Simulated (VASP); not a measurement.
# SnO3 (Pm-3m) in VASP: further runs, part 2 of 3

VASP 6.6.1.

## Step 4: Single point, PBE

The input, INCAR:

```
PREC     = Accurate       # precision mode
ENCUT    = 520            # plane-wave cutoff, eV
EDIFF    = 1E-6           # SCF threshold, eV
ISMEAR   = 0              # smearing method
SIGMA    = 0.1            # smearing width, eV
LREAL    = F              # projectors in reciprocal space
LASPH    = T              # aspherical terms in the spheres
NELM     = 60             # most SCF steps
ALGO     = Normal         # electronic algorithm
ISIF     = 2              # what is computed and relaxed
LWAVE    = F              # write WAVECAR
LCHARG   = T              # write CHGCAR
GGA      = PE             # functional
LELF     = T              # ELF
LVHAR    = T            
NBANDS   = 24             # bands
```

The input, KPOINTS:

```
regular mesh
0
Gamma
  6 6 6
```

The input, POSCAR:

```
SnO3
1.0
    3.4275555479      0.0000000000      0.0000000000
    0.0000000000      3.4275555479      0.0000000000
    0.0000000000      0.0000000000      3.4275555479
Sn O
1 3
Direct
    0.0000000000      0.0000000000      0.0000000000
    0.0000000000      0.5000000000      0.5000000000
    0.5000000000      0.0000000000      0.5000000000
    0.5000000000      0.5000000000      0.0000000000
```

Potentials or basis: VASP PAW PBE potentials, release 64 (Sn_d, O).

Command:

```console
$ cat potpaw_PBE.64/Sn_d/POTCAR potpaw_PBE.64/O/POTCAR > POTCAR
$ mpirun -np 1 vasp_std > vasp.out
```

OUTCAR:

```text
PREC = Accurate
   ENCUT = 520
   EDIFF = 1E-6
   ISMEAR = 0
   LREAL = F
   LASPH = T
   NELM = 60
   ISIF = 2
   GGA = PE

 ion  position               nearest neighbor table
   1  0.000  0.000  0.000-   2 2.42   3 2.42   4 2.42   2 2.42   3 2.42   2 2.42   4 2.42   2 2.42
                             3 2.42   4 2.42   3 2.42   4 2.42
   2  0.000  0.500  0.500-   1 2.42   1 2.42   1 2.42   1 2.42
   3  0.500  0.000  0.500-   1 2.42   1 2.42   1 2.42   1 2.42
   4  0.500  0.500  0.000-   1 2.42   1 2.42   1 2.42   1 2.42

  LATTYP: Found a simple cubic cell.
 ALAT       =     3.4275555479

  Lattice vectors:

 A1 = (   3.4275555479,   0.0000000000,   0.0000000000)
 A2 = (   0.0000000000,   3.4275555479,   0.0000000000)
 A3 = (   0.0000000000,   0.0000000000,   3.4275555479)

Analysis of symmetry for initial positions (statically):
=====================================================================
 Subroutine PRICEL returns:
 Original cell was already a primitive cell.

 Routine SETGRP: Setting up the symmetry group for a
 simple cubic supercell.

 Subroutine GETGRP returns: Found 48 space group operations
 (whereof 48 operations were pure point group operations)
 out of a pool of 48 trial point group operations.

The static configuration has the point symmetry O_h .

Analysis of symmetry for dynamics (positions and initial velocities):
=====================================================================
 Subroutine PRICEL returns:
 Original cell was already a primitive cell.

 Routine SETGRP: Setting up the symmetry group for a
 simple cubic supercell.

 Subroutine GETGRP returns: Found 48 space group operations
 (whereof 48 operations were pure point group operations)
 out of a pool of 48 trial point group operations.

The dynamic configuration has the point symmetry O_h .

[... 113 lines left out ...]
   EFERMI_NEDOS =   21; number of points for ismear=-14 and -15
   IALGO  =     38    algorithm
   IMIX   =      4    mixing-type and parameters
     AMIX     =   0.40;   BMIX     =  1.00
     AMIX_MAG =   1.60;   BMIX_MAG =  1.00
  volume/ion in A,a.u.               =      10.07        67.93
  Fermi-wavevector in a.u.,A,eV,Ry     =   1.516376  2.865536 31.285197  2.299397
  Thomas-Fermi vector in A             =   2.625774
   LORBIT       =      0    0 simple, 1 ext, 2 COOP (PROOUT), +10 PAW based schemes
   GGA     = PE    functional components
   LHFCALC =     F    Hartree Fock is set to
   AEXX    =    0.0000 exact exchange contribution
   IVDW    =     0    specifies the selected vdW correction
   LEPSILON=     F    determine dielectric tensor
   LRPA    =     F    only Hartree local field effects (RPA)
 non-spin polarized calculation
 Gauss-broadening in eV      SIGMA  =   0.10
  energy-cutoff  :      520.00
  volume of cell :       40.27
 maximum number of plane-waves:      1108
 NGX is ok and might be reduce to    28
   NGX = 13   NGY = 13   NGZ = 13

 number of electron      31.9999971 magnetization

 Free energy of the ion-electron system (eV)
  ---------------------------------------------------
  ext. energy  EPLUGINS =         0.00000000
  ---------------------------------------------------
  free energy    TOTEN  =       -17.55741723 eV

  energy without entropy =      -17.52501446  energy(sigma->0) =      -17.54121585

 E-fermi :   7.1855     XC(G=0): -12.2565

 val. band max:        7.1787173539   @ k =   0.3333   0.1667   0.1667
 cond. band min:       7.1926573603   @ k =   0.5000   0.1667   0.1667
 fundamental gap:      0.0139400064
 Fermi energy:         7.1854952222

 k-point     1 :       0.0000    0.0000    0.0000
  band No.  band energies     occupation
      1     -14.2198      2.00000
      2     -14.2198      2.00000
      3     -13.9759      2.00000
      4     -13.9759      2.00000
      5     -13.9759      2.00000
      6     -12.7584      2.00000
[... 529 lines left out ...]
     23      23.2510      0.00000
     24      23.2510      0.00000

------------------------ aborting loop because EDIFF is reached ----------------------------------------

  FORCE on cell =-STRESS in cart. coord.  units (eV):
  Direction    XX          YY          ZZ          XY          YZ          ZX
  --------------------------------------------------------------------------------------
  -------------------------------------------------------------------------------------
  Total        0.0542891      0.0542891      0.0542891      0.0000000      0.0000000     -0.0000000
  in kB        2.1600775      2.1600775      2.1600775      0.0000000      0.0000000     -0.0000000
  external PRESSURE =       2.1600775 kB  Pullay stress =       0.0000000 kB

 VOLUME and BASIS-vectors are now :
 -----------------------------------------------------------------------------
  energy-cutoff  :      520.00
  volume of cell :       40.27
      direct lattice vectors                 reciprocal lattice vectors
     3.427555548  0.000000000  0.000000000     0.291753113  0.000000000  0.000000000
     0.000000000  3.427555548  0.000000000     0.000000000  0.291753113  0.000000000
     0.000000000  0.000000000  3.427555548     0.000000000  0.000000000  0.291753113

 POSITION                                       TOTAL-FORCE (eV/Angst)
 -----------------------------------------------------------------------------------
      0.00000      0.00000      0.00000         0.000000      0.000000      0.000000
      0.00000      1.71378      1.71378         0.000000      0.000000      0.000000
      1.71378      0.00000      1.71378         0.000000      0.000000      0.000000
      1.71378      1.71378      0.00000         0.000000      0.000000      0.000000
 -----------------------------------------------------------------------------------
    total drift:                               -0.000000      0.000000      0.000000

  FREE ENERGIE OF THE ION-ELECTRON SYSTEM (eV)
  ---------------------------------------------------
  free  energy   TOTEN  =       -17.5574172318 eV

  energy  without entropy=      -17.5250144588  energy(sigma->0) =      -17.54121585
```

OSZICAR:

```text
N       E                     dE             d eps       ncg     rms          rms(c)
DAV:   1     0.297498946273E+03    0.29750E+03   -0.15669E+04  1072   0.200E+03
DAV:   2     0.121043436045E+02   -0.28539E+03   -0.26318E+03  1096   0.540E+02
DAV:   3    -0.189830892680E+02   -0.31087E+02   -0.29961E+02  1120   0.135E+02
DAV:   4    -0.199161306821E+02   -0.93304E+00   -0.93098E+00  1152   0.255E+01
DAV:   5    -0.199386198148E+02   -0.22489E-01   -0.22488E-01  1256   0.398E+00    0.904E+00
DAV:   6    -0.176083419278E+02    0.23303E+01   -0.46402E+00  1384   0.554E+01    0.314E+00
DAV:   7    -0.175795083400E+02    0.28834E-01   -0.41141E-01  1080   0.479E+00    0.156E+00
DAV:   8    -0.175583761542E+02    0.21132E-01   -0.60580E-02  1288   0.211E+00    0.267E-01
DAV:   9    -0.175573500546E+02    0.10261E-02   -0.38657E-03  1424   0.745E-01    0.909E-02
DAV:  10    -0.175573932253E+02   -0.43171E-04   -0.66446E-04  1344   0.376E-01    0.423E-02
DAV:  11    -0.175574196508E+02   -0.26425E-04   -0.86679E-05  1464   0.105E-01    0.117E-02
DAV:  12    -0.175574178609E+02    0.17899E-05   -0.81206E-06  1248   0.251E-02    0.591E-03
DAV:  13    -0.175574172318E+02    0.62905E-06   -0.51470E-07   720   0.747E-03
   1 F= -.17557417E+02 E0= -.17541216E+02  d E =-.324028E-01
```

Run time: 14 s. Hardware: 1 thread of Intel Xeon 6975P-C, shared host; peak memory 0.16 GiB.

What came out:

| Item | Value |
| --- | --- |
| Free energy | -17.5574 eV |
| Pressure | 0.2 GPa |
| Band gap on the k mesh | zero (band 16 reaches 7.33 eV, above the bottom of band 17 at 7.08 eV) |

Levels at points of the mesh, in eV from the Fermi level:
```tsv
k point	band 14	band 15	band 16	band 17	band 18	band 19
(0.00, 0.00, 0.00)	-1.67	-1.67	0.14	0.14	0.14	10.93
(0.50, 0.00, 0.00)	-2.22	-1.73	-0.10	-0.10	2.91	4.36
(0.50, 0.50, 0.00)	-2.28	-1.77	0.09	0.54	2.22	6.60
(0.50, 0.50, 0.50)	0.02	0.02	0.02	0.59	0.59	9.72
```

Caveat: spin-orbit coupling is left out, which moves the levels of the heavy elements.

## Step 5: Relaxation of cell and atoms, PBE

This run uses another cell than the first one, of 15.81 Å³/atom, 1.571 times its volume.

The input, INCAR:

```
ALGO = Normal ; EDIFF = 1E-6
EDIFFG = -0.04 ; ENCUT = 600
GGA = PE ; IBRION = 2
ISIF = 3 ; ISMEAR = 0
LASPH = T ; LCHARG = F
LREAL = F ; LWAVE = F
NELM = 60 ; NSW = 90
PREC = Accurate ; SIGMA = 0.1
```

The input, KPOINTS:

```
k-points
0
Gamma
  4 4 4
```

The input, POSCAR:

```
SnO3
1.0
    3.9842607700      0.0000000000      0.0000000000
    0.0000000000      3.9842607700      0.0000000000
    0.0000000000      0.0000000000      3.9842607700
Sn O
1 3
Direct
    0.0000000000      0.0000000000      0.0000000000
    0.0000000000      0.5000000000      0.5000000000
    0.5000000000      0.0000000000      0.5000000000
    0.5000000000      0.5000000000      0.0000000000
```

Potentials or basis: VASP PAW PBE potentials, release 64 (Sn_d, O).

Command:

```console
$ cat potpaw_PBE.64/Sn_d/POTCAR potpaw_PBE.64/O/POTCAR > POTCAR
$ mpirun -np 1 vasp_std > vasp.out
```

OUTCAR:

```text
EDIFF = 1E-6
   EDIFFG = -0.04
   ENCUT = 600
   GGA = PE
   IBRION = 2
   ISIF = 3
   ISMEAR = 0
   LASPH = T
   LREAL = F
   NELM = 60
   NSW = 90
   PREC = Accurate

 ion  position               nearest neighbor table
   1  0.000  0.000  0.000-   2 2.82   3 2.82   4 2.82   2 2.82   3 2.82   2 2.82   4 2.82   2 2.82
                             3 2.82   4 2.82   3 2.82   4 2.82
   2  0.000  0.500  0.500-   1 2.82   1 2.82   1 2.82   1 2.82
   3  0.500  0.000  0.500-   1 2.82   1 2.82   1 2.82   1 2.82
   4  0.500  0.500  0.000-   1 2.82   1 2.82   1 2.82   1 2.82

  LATTYP: Found a simple cubic cell.
 ALAT       =     3.9842607700

  Lattice vectors:

 A1 = (   3.9842607700,   0.0000000000,   0.0000000000)
 A2 = (   0.0000000000,   3.9842607700,   0.0000000000)
 A3 = (   0.0000000000,   0.0000000000,   3.9842607700)

Analysis of symmetry for initial positions (statically):
=====================================================================
 Subroutine PRICEL returns:
 Original cell was already a primitive cell.

 Routine SETGRP: Setting up the symmetry group for a
 simple cubic supercell.

 Subroutine GETGRP returns: Found 48 space group operations
 (whereof 48 operations were pure point group operations)
 out of a pool of 48 trial point group operations.

The static configuration has the point symmetry O_h .

Analysis of symmetry for dynamics (positions and initial velocities):
=====================================================================
 Subroutine PRICEL returns:
[... 135 lines left out ...]
 NGX is ok and might be reduce to    32
   NGX = 15   NGY = 15   NGZ = 15

--------------------------------------- Ionic step        1  -------------------------------------------

 number of electron      31.9999993 magnetization

 Free energy of the ion-electron system (eV)
  ---------------------------------------------------
  ext. energy  EPLUGINS =         0.00000000
  ---------------------------------------------------
  free energy    TOTEN  =       -15.13047961 eV

  energy without entropy =      -15.07463974  energy(sigma->0) =      -15.10255967

 E-fermi :   1.7815     XC(G=0):  -9.8843

 val. band max:        1.7584438511   @ k =   0.2500   0.0000   0.0000
 cond. band min:       1.8219673014   @ k =   0.5000   0.2500   0.2500
 fundamental gap:      0.0635234502
 Fermi energy:         1.7815414457

 k-point     1 :       0.0000    0.0000    0.0000
  band No.  band energies     occupation
      1     -19.0987      2.00000
      2     -19.0987      2.00000
      3     -19.0535      2.00000
      4     -19.0535      2.00000
      5     -19.0535      2.00000
      6     -15.0523      2.00000
[... 332 lines left out ...]
--------------------------------------- Ionic step        4  -------------------------------------------

 number of electron      32.0000008 magnetization

 Free energy of the ion-electron system (eV)
  ---------------------------------------------------
  ext. energy  EPLUGINS =         0.00000000
  ---------------------------------------------------
  free energy    TOTEN  =       -17.59927067 eV

  energy without entropy =      -17.55703299  energy(sigma->0) =      -17.57815183

 E-fermi :   7.2004     XC(G=0): -12.2280

 val. band max:        7.1776164831   @ k =   0.5000   0.5000   0.2500
 cond. band min:       7.2134538580   @ k =   0.5000   0.5000   0.0000
 fundamental gap:      0.0358373748
 Fermi energy:         7.2003596310

 k-point     1 :       0.0000    0.0000    0.0000
  band No.  band energies     occupation
      1     -14.3140      2.00000
      2     -14.3140      2.00000
      3     -14.0757      2.00000
      4     -14.0757      2.00000
      5     -14.0757      2.00000
      6     -12.7722      2.00000
[... 250 lines left out ...]
  FREE ENERGIE OF THE ION-ELECTRON SYSTEM (eV)
  ---------------------------------------------------
  free  energy   TOTEN  =       -17.5992706702 eV

  energy  without entropy=      -17.5570329948  energy(sigma->0) =      -17.57815183

 reached required accuracy - stopping structural energy minimisation
```

It took 31 s on 1 thread of Intel Xeon 6975P-C, shared host; peak memory 0.2 GiB.

What came out:

```
Free energy                            : -17.5993 eV
Relaxed volume                         : 10.11 Å³/atom
Relaxed cell                           : a = 3.433 Å, b = 3.433 Å, c = 3.433 Å, α = 90.00°, β = 90.00°, γ = 90.00°
Space group after relaxing (to 0.05 Å) : Pm-3m (No. 221)
Energy gained by relaxing              : 617.2 meV/atom
Ionic steps                            : 4
Pressure after relaxing                : -0.6 GPa
Band gap on the k mesh                 : zero (band 16 reaches 7.36 eV, above the bottom of band 17 at 7.03 eV)
```

The path:
| step | energy change (eV) | largest force (eV/Å) | pressure (GPa) | volume (Å³) |
| --- | --- | --- | --- | --- |
| 1 | 0.0000 | 0.0000 | -21.20 | 63.25 |
| 2 | -2.1608 | 0.0000 | -15.36 | 45.96 |
| 3 | -2.4641 | 0.0000 | 2.60 | 39.69 |
| 4 | -2.4688 | 0.0000 | -0.55 | 40.46 |

Final structure:
```yaml
crystal:
  lattice:
    - [3.43300, 0.00000, 0.00000]
    - [0.00000, 3.43300, 0.00000]
    - [0.00000, 0.00000, 3.43300]
  atoms:
    - { symbol: Sn, position: [0.00000, 0.00000, 0.00000] }
    - { symbol: O, position: [0.00000, 0.50000, 0.50000] }
    - { symbol: O, position: [0.50000, 0.00000, 0.50000] }
    - { symbol: O, position: [0.50000, 0.50000, 0.00000] }
```

Caveat: the k points lie up to 0.46 Å⁻¹ apart in the final cell; the volume moved by over 15 % at a fixed basis, so the end points are rough; spin-orbit coupling is left out, which moves the levels of the heavy elements.

(Continued in part 3 of 3.)
